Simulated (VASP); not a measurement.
Write the native input for VASP 6.6.1 that does the following.

| Property | Result |
| --- | --- |
| Task | single point |
| Functional | LDA |
| Potentials or basis | VASP PAW LDA potentials, release 64 (Sn_d, Se) |
| Cutoff | 520 eV |
| k mesh | 8 × 8 × 8 |
| Occupations | gaussian, width 0.01 eV |
| Spin | no spin polarisation |
| Dipole correction | no |
| Further INCAR settings | ALGO = Normal; EDIFF = 1e-06; NBANDS = 17 |

The structure of SnSe lies in POSCAR:

```
SnSe
1.0
    0.0000000000      2.9657741552      2.9657741552
    2.9657741552      0.0000000000      2.9657741552
    2.9657741552      2.9657741552      0.0000000000
Sn Se
1 1
Direct
    0.0000000000      0.0000000000      0.0000000000
    0.5000000000      0.5000000000      0.5000000000
```

One way to write it, as run:

INCAR

```
SYSTEM = SnSe
  PREC = Accurate
  ENCUT = 520
  EDIFF = 1E-6
  ISMEAR = 0
  SIGMA = 0.01
  LREAL = .False.
  LASPH = .True.
  NELM = 100
  ALGO = Normal
  ISIF = 2
  LWAVE = .False.
  LCHARG = .False.
  GGA = CA
  NBANDS = 17
```

KPOINTS

```
regular mesh
0
Gamma
  8 8 8
  0 0 0
```

Potentials or basis: VASP PAW LDA potentials, release 64 (Sn_d, Se).

Launch:

```bash
$ cat potpaw_LDA.64/Sn_d/POTCAR potpaw_LDA.64/Se/POTCAR > POTCAR
$ mpirun -np 1 vasp_std > vasp.out
```

It gave:

The pressure is -1.0 GPa. The band gap on the k mesh is 0.75 eV (least direct gap 0.82 eV).

Caveat: spin-orbit coupling is left out, which moves the levels of the heavy elements.

Wall time 6.6 s on 1 thread of Intel(R) Xeon(R) 6975P-C (Granite Rapids), on a shared host, peak memory 0.16 GiB.
